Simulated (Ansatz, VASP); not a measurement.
CuI: VASP beside Ansatz

File POSCAR:

```
CuI
1.0
    0.0000000000      3.0722695239      3.0722695239
    3.0722695239      0.0000000000      3.0722695239
    3.0722695239      3.0722695239      0.0000000000
Cu I
1 1
Direct
    0.0000000000      0.0000000000      0.0000000000
    0.2500000000      0.2500000000      0.2500000000
```

The input INCAR.step1:

```
ALGO     = Normal         # electronic algorithm
EDIFF    = 1E-4           # SCF threshold, eV
ENCUT    = 520            # plane-wave cutoff, eV
GGA      = PE             # functional
ISMEAR   = 0              # smearing method
LASPH    = T              # aspherical terms in the spheres
LCHARG   = F              # write CHGCAR
LREAL    = F              # projectors in reciprocal space
LWAVE    = T              # write WAVECAR
NBANDS   = 16             # bands
NELM     = 100            # most SCF steps
PREC     = Accurate       # precision mode
SIGMA    = 0.01           # smearing width, eV
```

Contents of INCAR.step2:

```
ALGO     = Normal         # electronic algorithm
EDIFF    = 1E-6           # SCF threshold, eV
ENCUT    = 520            # plane-wave cutoff, eV
ISIF     = 2              # what is computed and relaxed
ISMEAR   = 0              # smearing method
ISTART   = 1            
LASPH    = T              # aspherical terms in the spheres
LCHARG   = F              # write CHGCAR
LMIXTAU  = T            
LREAL    = F              # projectors in reciprocal space
LWAVE    = F              # write WAVECAR
METAGGA  = R2SCAN         # meta-GGA
NBANDS   = 16             # bands
NELM     = 100            # most SCF steps
PREC     = Accurate       # precision mode
SIGMA    = 0.01           # smearing width, eV
```

KPOINTS

```
k-points
0
Gamma
  8 8 8
```

Input for Ansatz:

```yaml
crystal:
  lattice:
    - [0.0, 3.0722695239, 3.0722695239]
    - [3.0722695239, 0.0, 3.0722695239]
    - [3.0722695239, 3.0722695239, 0.0]
  atoms:
    - { symbol: Cu, position: [0.0, 0.0, 0.0] }
    - { symbol: I, position: [0.25, 0.25, 0.25] }
kpoints:
  mp_grid: { grid: [8, 8, 8] }
  band_path:
    path:
      - [0.0, 0.0, 0.0]
      - [-0.5, -0.5, 0.0]
      - [-0.375, -0.375, 0.25]
      - [-0.375, 0.0, 0.375]
      - [0.0, 0.0, 0.5]
      - [-0.5, -0.25, 0.25]
    npoints: 1
hamiltonian:
  xc: r2scan
scf:
  occupations: { method: fixed }
  n_extra_bands: 4
output:
  forces: true
  stress: true
  eigenvalues: true
  write_density: true
  write_potential: true
  elf: true
  volumetric_format: npy
```

Change from the starting cell: hydrostatic strain +2.0%.

Alike in both runs: task single point; functional r2SCAN; k mesh 8 × 8 × 8; no spin polarisation.

|  | VASP | Ansatz |
| --- | --- | --- |
| version | VASP 6.6.1 | Ansatz 0.2.0 |
| potentials or method | VASP PAW PBE potentials, release 64 (Cu, I) | plane waves, PAW |
| plane-wave cutoff (eV) | 520 | 500 |
| occupations | gaussian, width 0.01 eV | fixed |
| valence electrons in the cell | 18 | 36 |

|  | VASP | Ansatz | Ansatz less VASP |
| --- | --- | --- | --- |
| gap on the k mesh at the Fermi level (eV) | 1.50 | 1.50 | -0.002 |
| pressure (GPa) | -2.3 | -2.2 | +0.05 |

VASP's potentials were made for PBE, not for r2SCAN. VASP's potentials hold 18 valence electrons a cell and Ansatz's 36, so a difference there can come from the potentials and not from the codes.

Neither program's run includes spin-orbit coupling.
